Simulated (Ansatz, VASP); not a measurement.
Two plane-wave programs on NaCl

The input INCAR:

```
ALGO = Normal
EDIFF = 1E-6
ENCUT = 520
GGA = PE
ISIF = 2
ISMEAR = 0
LASPH = True
LCHARG = True
LELF = True
LREAL = False
LVHAR = True
LWAVE = False
NBANDS = 14
NELM = 100
PREC = Accurate
SIGMA = 0.02
```

The input KPOINTS:

```
k-points
0
Gamma
  8 8 8
```

POSCAR

```
NaCl
1.0
    0.0000000000      2.7900273791      2.7900273791
    2.7900273791      0.0000000000      2.7900273791
    2.7900273791      2.7900273791      0.0000000000
Na Cl
1 1
Direct
    0.5000000000      0.5000000000      0.5000000000
    0.0000000000      0.0000000000      0.0000000000
```

Input for Ansatz:

```yaml
crystal:
  lattice:
    - [0.0, 2.7900273791, 2.7900273791]
    - [2.7900273791, 0.0, 2.7900273791]
    - [2.7900273791, 2.7900273791, 0.0]
  atoms:
    - { symbol: Na, position: [0.5, 0.5, 0.5] }
    - { symbol: Cl, position: [0.0, 0.0, 0.0] }
basis:
  ecutwfc: 420
kpoints:
  mp_grid: { grid: [8, 8, 8] }
hamiltonian:
  xc: pbe
scf:
  occupations: { method: gaussian, width: 0.02 }
output:
  forces: true
  stress: true
  eigenvalues: true
```

Alike in both runs: task single point; functional PBE; k mesh 8 × 8 × 8; occupations gaussian, width 0.02 eV; no spin polarisation.

|  | VASP | Ansatz |
| --- | --- | --- |
| version | VASP 6.6.1 | Ansatz 0.2.0 |
| potentials or method | VASP PAW PBE potentials, release 64 (Na_pv, Cl), cutoff 520 eV | scalar-relativistic, plane waves, PAW |
| valence electrons in the cell | 14 | 16 |

|  | VASP | Ansatz | Ansatz less VASP |
| --- | --- | --- | --- |
| gap on the k mesh at the Fermi level (eV) | 5.23 | 5.23 | 0.000 |
| least direct gap on the mesh (eV) | 5.23 | 5.23 | 0.000 |
| pressure (GPa) | 1.7 | 1.7 | +0.02 |

The functional is the same, so the differences come from potentials, cutoffs and numerics. VASP's potentials hold 14 valence electrons a cell and Ansatz's 16, so a difference there can come from the potentials and not from the codes.
